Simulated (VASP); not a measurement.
# Cs (Im-3m) in VASP: further runs, part 2 of 2

VASP 6.6.1. Earlier steps stand in the parts before.

## Step 5: Single point, PBE (volume scaled by 1.040)

INCAR

```
PREC = Accurate ; ENCUT = 520
EDIFF = 1E-6 ; ISMEAR = 0
SIGMA = 0.05 ; LREAL = F
LASPH = T ; NELM = 80
ALGO = Normal ; ISIF = 2
LWAVE = F ; LCHARG = F
GGA = PE ; NBANDS = 10
```

KPOINTS

```
regular mesh
0
Gamma
  10 10 10
```

POSCAR

```
Cs
1.0
   -3.1256220817      3.1256220817      3.1256220817
    3.1256220817     -3.1256220817      3.1256220817
    3.1256220817      3.1256220817     -3.1256220817
Cs
1
Direct
    0.0000000000      0.0000000000      0.0000000000
```

Potentials or basis: VASP PAW PBE potentials, release 64 (Cs_sv).

The run is started by

```bash
cat potpaw_PBE.64/Cs_sv/POTCAR > POTCAR
mpirun -np 1 vasp_std > vasp.out
```

OUTCAR:

```text
PREC = Accurate
   ENCUT = 520
   EDIFF = 1E-6
   ISMEAR = 0
   LREAL = F
   LASPH = T
   NELM = 80
   ISIF = 2
   GGA = PE

 ion  position               nearest neighbor table
   1  0.000  0.000  0.000-

  LATTYP: Found a body centered cubic cell.
 ALAT       =     6.2512441634

  Lattice vectors:

 A1 = (  -3.1256220817,   3.1256220817,   3.1256220817)
 A2 = (   3.1256220817,  -3.1256220817,   3.1256220817)
 A3 = (   3.1256220817,   3.1256220817,  -3.1256220817)

Analysis of symmetry for initial positions (statically):
=====================================================================
 Subroutine PRICEL returns:
 Original cell was already a primitive cell.

 Routine SETGRP: Setting up the symmetry group for a
 body centered cubic supercell.

 Subroutine GETGRP returns: Found 48 space group operations
 (whereof 48 operations were pure point group operations)
 out of a pool of 48 trial point group operations.

The static configuration has the point symmetry O_h .

Analysis of symmetry for dynamics (positions and initial velocities):
=====================================================================
 Subroutine PRICEL returns:
 Original cell was already a primitive cell.

 Routine SETGRP: Setting up the symmetry group for a
 body centered cubic supercell.

 Subroutine GETGRP returns: Found 48 space group operations
 (whereof 48 operations were pure point group operations)
 out of a pool of 48 trial point group operations.

The dynamic configuration has the point symmetry O_h .

 Subroutine INISYM returns: Found 48 space group operations
 (whereof 48 operations are pure point group operations),
 and found     1 'primitive' translations

----------------------------------------------------------------------------------------

                                     Primitive cell
[... 111 lines left out ...]
  Fermi-wavevector in a.u.,A,eV,Ry     =   0.686329  1.296974  6.408996  0.471048
  Thomas-Fermi vector in A             =   1.766527
   LORBIT       =      0    0 simple, 1 ext, 2 COOP (PROOUT), +10 PAW based schemes
   GGA     = PE    functional components
   LHFCALC =     F    Hartree Fock is set to
   AEXX    =    0.0000 exact exchange contribution
   IVDW    =     0    specifies the selected vdW correction
   LEPSILON=     F    determine dielectric tensor
   LRPA    =     F    only Hartree local field effects (RPA)
 non-spin polarized calculation
 Gauss-broadening in eV      SIGMA  =   0.05
  energy-cutoff  :      520.00
  volume of cell :      122.14
 maximum number of plane-waves:      3332
   NGX = 21   NGY = 21   NGZ = 21

 number of electron       8.9999999 magnetization

 Free energy of the ion-electron system (eV)
  ---------------------------------------------------
  ext. energy  EPLUGINS =         0.00000000
  ---------------------------------------------------
  free energy    TOTEN  =        -0.84622952 eV

  energy without entropy =       -0.84296536  energy(sigma->0) =       -0.84459744

 E-fermi :   0.3217     XC(G=0):  -5.2587

 val. band max:        0.2717732785   @ k =  -0.3000   0.3000   0.3000
 cond. band min:       0.3243139358   @ k =   0.3000   0.2000   0.0000
 fundamental gap:      0.0525406573
 Fermi energy:         0.3217297467

 k-point     1 :       0.0000    0.0000    0.0000
  band No.  band energies     occupation
      1     -23.5861      2.00000
      2     -10.3372      2.00000
      3     -10.3372      2.00000
      4     -10.3372      2.00000
      5      -1.3095      2.00000
      6       2.7628      0.00000
      7       2.7628      0.00000
      8       2.7628      0.00000
      9       3.5788      0.00000
     10       3.5788      0.00000
[... 287 lines left out ...]
 k-point    24 :      -0.3000    0.3000    0.1000
  band No.  band energies     occupation
      1     -23.5824      2.00000
      2     -10.4092      2.00000
      3     -10.3657      2.00000
      4     -10.3456      2.00000
      5      -0.3638      2.00000
      6       1.7968      0.00000
      7       2.2412      0.00000
      8       2.9973      0.00000
      9       3.6317      0.00000
     10       3.9015      0.00000

 [... further k-points ...]

------------------------ aborting loop because EDIFF is reached ----------------------------------------

  FORCE on cell =-STRESS in cart. coord.  units (eV):
  Direction    XX          YY          ZZ          XY          YZ          ZX
  --------------------------------------------------------------------------------------
  -------------------------------------------------------------------------------------
  Total       -0.0607863     -0.0607863     -0.0607863      0.0000000      0.0000000      0.0000000
  in kB       -0.7973457     -0.7973457     -0.7973457      0.0000000      0.0000000      0.0000000
  external PRESSURE =      -0.7973457 kB  Pullay stress =       0.0000000 kB

 VOLUME and BASIS-vectors are now :
 -----------------------------------------------------------------------------
  energy-cutoff  :      520.00
  volume of cell :      122.14
      direct lattice vectors                 reciprocal lattice vectors
    -3.125622082  3.125622082  3.125622082     0.000000000  0.159968156  0.159968156
     3.125622082 -3.125622082  3.125622082     0.159968156  0.000000000  0.159968156
     3.125622082  3.125622082 -3.125622082     0.159968156  0.159968156  0.000000000

 POSITION                                       TOTAL-FORCE (eV/Angst)
 -----------------------------------------------------------------------------------
      0.00000      0.00000      0.00000         0.000000      0.000000     -0.000000
 -----------------------------------------------------------------------------------
    total drift:                               -0.000000     -0.000000     -0.000000

  FREE ENERGIE OF THE ION-ELECTRON SYSTEM (eV)
  ---------------------------------------------------
  free  energy   TOTEN  =        -0.8462295161 eV

  energy  without entropy=       -0.8429653562  energy(sigma->0) =       -0.84459744
```

OSZICAR:

```text
N       E                     dE             d eps       ncg     rms          rms(c)
DAV:   1     0.531226615726E+02    0.53123E+02   -0.28247E+03   940   0.618E+02
DAV:   2     0.472011714131E+01   -0.48403E+02   -0.46294E+02  1260   0.105E+02
DAV:   3    -0.756583969080E+00   -0.54767E+01   -0.54716E+01  1076   0.416E+01
DAV:   4    -0.843664929285E+00   -0.87081E-01   -0.87059E-01  1204   0.607E+00
DAV:   5    -0.844139273444E+00   -0.47434E-03   -0.47432E-03  1338   0.435E-01    0.130E-01
DAV:   6    -0.844951675673E+00   -0.81240E-03   -0.12968E-03  1196   0.174E-01    0.915E-02
DAV:   7    -0.846143141221E+00   -0.11915E-02   -0.36394E-03  1020   0.301E-01    0.349E-02
DAV:   8    -0.846228155450E+00   -0.85014E-04   -0.12336E-04  1118   0.678E-02    0.427E-03
DAV:   9    -0.846230047843E+00   -0.18924E-05   -0.40809E-06  1414   0.105E-02    0.285E-03
DAV:  10    -0.846229516104E+00    0.53174E-06   -0.86203E-07  1046   0.450E-03
   1 F= -.84622952E+00 E0= -.84459744E+00  d E =-.326416E-02
```

stdout:

```text
POSCAR found type information on POSCAR Cs
 POSCAR found :  1 types and       1 ions
 scaLAPACK will be used
 LDA part: xc-table for (Slater+PW92), standard interpolation
 POSCAR, INCAR and KPOINTS ok, starting setup
 FFT: planning ... GRIDC
 FFT: planning ... GRID_SOFT
 FFT: planning ... GRID
 WAVECAR not read
 entering main loop
```

Run time: 13 s. Hardware: 1 thread of Intel Xeon 6975P-C (Granite Rapids), shared host; peak memory 0.25 GiB.

What came out:

* Free energy: -0.8462 eV
* Pressure: -0.1 GPa

Caveat: spin-orbit coupling is left out, which moves the levels of the heavy elements.

## Step 6: Single point, PBE (volume scaled by 0.800)

INCAR

```
SYSTEM = Cs
PREC = Accurate ; ENCUT = 520
EDIFF = 1E-7 ; ISMEAR = 0
SIGMA = 0.05 ; LREAL = .False.
LASPH = .True. ; NELM = 80
ALGO = Normal ; ISIF = 2
LWAVE = .False. ; LCHARG = .True.
GGA = PE ; LELF = .True.
LVHAR = .True. ; NBANDS = 10
```

KPOINTS

```
Automatic mesh
0
Gamma
  12 12 12
  0 0 0
```

POSCAR

```
Cs
1.0
   -2.8638835109      2.8638835109      2.8638835109
    2.8638835109     -2.8638835109      2.8638835109
    2.8638835109      2.8638835109     -2.8638835109
Cs
1
Direct
    0.0000000000      0.0000000000      0.0000000000
```

Potentials or basis: VASP PAW PBE potentials, release 64 (Cs_sv).

The run is started by

```bash
cat potpaw_PBE.64/Cs_sv/POTCAR > POTCAR
mpirun -np 1 vasp_std > vasp.out
```

OUTCAR:

```text
SYSTEM = Cs
   PREC = Accurate
   ENCUT = 520
   EDIFF = 1E-7
   ISMEAR = 0
   LREAL = .False.
   LASPH = .True.
   NELM = 80
   ISIF = 2
   GGA = PE

 ion  position               nearest neighbor table
   1  0.000  0.000  0.000-

  LATTYP: Found a body centered cubic cell.
 ALAT       =     5.7277670218

  Lattice vectors:

 A1 = (  -2.8638835109,   2.8638835109,   2.8638835109)
 A2 = (   2.8638835109,  -2.8638835109,   2.8638835109)
 A3 = (   2.8638835109,   2.8638835109,  -2.8638835109)

Analysis of symmetry for initial positions (statically):
=====================================================================
 Subroutine PRICEL returns:
 Original cell was already a primitive cell.

 Routine SETGRP: Setting up the symmetry group for a
 body centered cubic supercell.

 Subroutine GETGRP returns: Found 48 space group operations
 (whereof 48 operations were pure point group operations)
 out of a pool of 48 trial point group operations.

The static configuration has the point symmetry O_h .

Analysis of symmetry for dynamics (positions and initial velocities):
=====================================================================
 Subroutine PRICEL returns:
 Original cell was already a primitive cell.

 Routine SETGRP: Setting up the symmetry group for a
 body centered cubic supercell.

 Subroutine GETGRP returns: Found 48 space group operations
 (whereof 48 operations were pure point group operations)
 out of a pool of 48 trial point group operations.

The dynamic configuration has the point symmetry O_h .

 Subroutine INISYM returns: Found 48 space group operations
 (whereof 48 operations are pure point group operations),
 and found     1 'primitive' translations

----------------------------------------------------------------------------------------

                                     Primitive cell
[... 112 lines left out ...]
  Thomas-Fermi vector in A             =   1.845486
   LORBIT       =      0    0 simple, 1 ext, 2 COOP (PROOUT), +10 PAW based schemes
   GGA     = PE    functional components
   LHFCALC =     F    Hartree Fock is set to
   AEXX    =    0.0000 exact exchange contribution
   IVDW    =     0    specifies the selected vdW correction
   LEPSILON=     F    determine dielectric tensor
   LRPA    =     F    only Hartree local field effects (RPA)
 non-spin polarized calculation
 Gauss-broadening in eV      SIGMA  =   0.05
  energy-cutoff  :      520.00
  volume of cell :       93.96
 maximum number of plane-waves:      2553
 NGX is ok and might be reduce to    40
   NGX = 19   NGY = 19   NGZ = 19

 number of electron       8.9999999 magnetization

 Free energy of the ion-electron system (eV)
  ---------------------------------------------------
  ext. energy  EPLUGINS =         0.00000000
  ---------------------------------------------------
  free energy    TOTEN  =        -0.81084561 eV

  energy without entropy =       -0.80832961  energy(sigma->0) =       -0.80958761

 E-fermi :   1.0196     XC(G=0):  -5.9433

 val. band max:        0.9898832482   @ k =   0.2500   0.1667   0.0833
 cond. band min:       1.0419725222   @ k =   0.5000   0.5000   0.0833
 fundamental gap:      0.0520892739
 Fermi energy:         1.0196103155

 k-point     1 :       0.0000    0.0000    0.0000
  band No.  band energies     occupation
      1     -22.7516      2.00000
      2      -9.4486      2.00000
      3      -9.4486      2.00000
      4      -9.4486      2.00000
      5      -0.8667      2.00000
      6       3.6220      0.00000
      7       3.6220      0.00000
      8       3.6220      0.00000
      9       4.6401      0.00000
     10       4.6401      0.00000
[... 287 lines left out ...]
 k-point    24 :       0.4167    0.0833    0.0833
  band No.  band energies     occupation
      1     -22.7341      2.00000
      2      -9.6980      2.00000
      3      -9.5461      2.00000
      4      -9.4677      2.00000
      5       1.1527      0.00017
      6       2.1185      0.00000
      7       2.4701      0.00000
      8       4.6286      0.00000
      9       5.2230      0.00000
     10       5.8988      0.00000

 [... further k-points ...]

------------------------ aborting loop because EDIFF is reached ----------------------------------------

  FORCE on cell =-STRESS in cart. coord.  units (eV):
  Direction    XX          YY          ZZ          XY          YZ          ZX
  --------------------------------------------------------------------------------------
  -------------------------------------------------------------------------------------
  Total        0.3521414      0.3521414      0.3521414      0.0000000      0.0000000     -0.0000000
  in kB        6.0048434      6.0048434      6.0048434      0.0000000      0.0000000     -0.0000000
  external PRESSURE =       6.0048434 kB  Pullay stress =       0.0000000 kB

 VOLUME and BASIS-vectors are now :
 -----------------------------------------------------------------------------
  energy-cutoff  :      520.00
  volume of cell :       93.96
      direct lattice vectors                 reciprocal lattice vectors
    -2.863883511  2.863883511  2.863883511     0.000000000  0.174588107  0.174588107
     2.863883511 -2.863883511  2.863883511     0.174588107  0.000000000  0.174588107
     2.863883511  2.863883511 -2.863883511     0.174588107  0.174588107  0.000000000

 POSITION                                       TOTAL-FORCE (eV/Angst)
 -----------------------------------------------------------------------------------
      0.00000      0.00000      0.00000         0.000000     -0.000000      0.000000
 -----------------------------------------------------------------------------------
    total drift:                               -0.000000     -0.000000     -0.000000

  FREE ENERGIE OF THE ION-ELECTRON SYSTEM (eV)
  ---------------------------------------------------
  free  energy   TOTEN  =        -0.8108456070 eV

  energy  without entropy=       -0.8083296141  energy(sigma->0) =       -0.80958761
```

OSZICAR:

```text
N       E                     dE             d eps       ncg     rms          rms(c)
DAV:   1     0.504309965375E+02    0.50431E+02   -0.31239E+03  1440   0.644E+02
DAV:   2     0.388890715430E+01   -0.46542E+02   -0.45247E+02  1798   0.111E+02
DAV:   3    -0.754593873275E+00   -0.46435E+01   -0.46367E+01  1676   0.404E+01
DAV:   4    -0.811293284495E+00   -0.56699E-01   -0.56686E-01  1864   0.527E+00
DAV:   5    -0.811504821311E+00   -0.21154E-03   -0.21153E-03  1952   0.288E-01    0.153E-01
DAV:   6    -0.810586346386E+00    0.91847E-03   -0.23012E-03  1810   0.229E-01    0.929E-02
DAV:   7    -0.810699200392E+00   -0.11285E-03   -0.36168E-03  1606   0.298E-01    0.436E-02
DAV:   8    -0.810844576809E+00   -0.14538E-03   -0.15077E-04  1594   0.832E-02    0.436E-03
DAV:   9    -0.810846173816E+00   -0.15970E-05   -0.24169E-06  2196   0.920E-03    0.281E-03
DAV:  10    -0.810845360219E+00    0.81360E-06   -0.71358E-07  1584   0.472E-03    0.401E-04
DAV:  11    -0.810845535262E+00   -0.17504E-06   -0.11549E-08   908   0.777E-04    0.134E-04
DAV:  12    -0.810845607030E+00   -0.71768E-07   -0.40128E-09   828   0.381E-04
   1 F= -.81084561E+00 E0= -.80958761E+00  d E =-.251599E-02
```

It took 24 s on 1 thread of Intel Xeon 6975P-C (Granite Rapids), shared host; peak memory 0.26 GiB.

What came out:

| Quantity | Value |
| --- | --- |
| Free energy | -0.8108 eV |
| Pressure | 0.6 GPa |

Levels at points of the mesh, in eV from the Fermi level:
```csv
k point,band 1,band 2,band 3,band 4,band 5,band 6,band 7,band 8,band 9
"(0.00, 0.00, 0.00)",-23.77,-10.47,-10.47,-10.47,-1.89,2.60,2.60,2.60,3.62
"(0.50, 0.00, 0.00)",-23.75,-10.74,-10.55,-10.47,-0.07,1.14,1.60,3.53,4.18
"(0.50, 0.50, 0.50)",-23.74,-10.65,-10.65,-10.65,0.44,0.44,3.59,3.59,3.59
```

Caveat: spin-orbit coupling is left out, which moves the levels of the heavy elements.

## Step 7: Summary

```tsv
cell	k mesh	gap on the mesh (eV)	pressure (GPa)
a = 5.197 Å, angles 109.5°, 1 atom	10 × 10 × 10	none	0.2
a = 5.271 Å, angles 109.5°, 1 atom	10 × 10 × 10	none	0.1
a = 5.343 Å, angles 109.5°, 1 atom	10 × 10 × 10	none	0.0
a = 5.414 Å, angles 109.5°, 1 atom	10 × 10 × 10	none	-0.1
a = 4.960 Å, angles 109.5°, 1 atom	12 × 12 × 12	none	0.6
```

Alike in all rows: task single point; level PBE; potentials or basis VASP PAW PBE potentials, release 64 (Cs_sv); no spin polarisation; cutoff (eV) 520; smearing gaussian 0.05 eV.

Caveats: spin-orbit coupling is left out, which moves the levels of the heavy elements.

Absolute energies hang on the potentials; compare differences alone.
